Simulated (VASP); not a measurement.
Here is a VASP 6.6.1 calculation.

Contents of INCAR:

```
SYSTEM = BP
PREC = Accurate
ENCUT = 520
EDIFF = 1E-6
ISMEAR = -1
SIGMA = 0.05
LREAL = .FALSE.
LASPH = .TRUE.
NELM = 100
ALGO = Normal
ISIF = 2
LWAVE = .FALSE.
LCHARG = .FALSE.
GGA = RE
IVDW = 12
NBANDS = 11
```

Contents of KPOINTS:

```
Automatic mesh
0
G
  10 10 10
  0 0 0
```

File POSCAR:

```
BP
1.0
    0.0000000000      2.2988586873      2.2988586873
    2.2988586873      0.0000000000      2.2988586873
    2.2988586873      2.2988586873      0.0000000000
P B
1 1
Direct
    0.7500000000      0.7500000000      0.7500000000
    0.0000000000      0.0000000000      0.0000000000
```

Potentials or basis: VASP PAW PBE potentials, release 64 (P, B).

The run is started by

```console
$ cat potpaw_PBE.64/P/POTCAR potpaw_PBE.64/B/POTCAR > POTCAR
$ mpirun -np 1 vasp_std > vasp.out
```

Problem. Estimate the band gap on the k mesh.

Solution. 1.30 eV, indirect (least direct gap 3.34 eV).

Problem. Estimate the dispersion energy per atom.

Solution. -0.627 eV.

Problem. Estimate the pressure.

Solution. -11.7 GPa.

Caveat: the PAW data sets were made with another functional, which shifts forces and pressure a little. A k mesh can miss the band edges.
